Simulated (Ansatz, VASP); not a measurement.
**Two plane-wave programs on YMo6**

```
Y Mo
1.0
     7.72608    0.00000    0.00000
    -3.86304    6.69098    0.00000
     0.00000    0.00000    2.78985
Y Mo
1 6
Direct
  0.00000 0.00000 0.00000
  0.34596 0.00000 0.50000
  0.65404 0.00000 0.50000
  0.00000 0.34596 0.50000
  0.00000 0.65404 0.50000
  0.65404 0.65404 0.50000
  0.34596 0.34596 0.50000
```

Change from the starting cell: species swapped into the SmC6 type (P6/mmm, No. 191).

Alike in both runs: functional PBE; k mesh 3 × 3 × 6; occupations gaussian, width 0.1 eV; no spin polarisation.

Ansatz relaxed the structure, and its values are those at the end. VASP's run is a single point on that final structure, the one shown.

|  | VASP | Ansatz |
| --- | --- | --- |
| version | VASP 6.6.1 | Ansatz 0.2.0 |
| potentials or method | VASP PAW PBE potentials, release 64 (Y_sv, Mo_sv), cutoff 520 eV | scalar-relativistic, plane waves, PAW |
| valence electrons in the cell | 95 | 95 |

```csv
,VASP,Ansatz,Ansatz less VASP
gap on the k mesh at the Fermi level (eV),none,none,-
pressure (GPa),0.4,0.2,-0.25
rms of the force components (eV/Å),0.043,0.005,-0.0376
```

A gap of «none» marks a metal or a gap that the smearing closes. The functional is the same, so the differences come from potentials, cutoffs and numerics.

The k mesh is coarse, so the values compare programs but aren't converged.
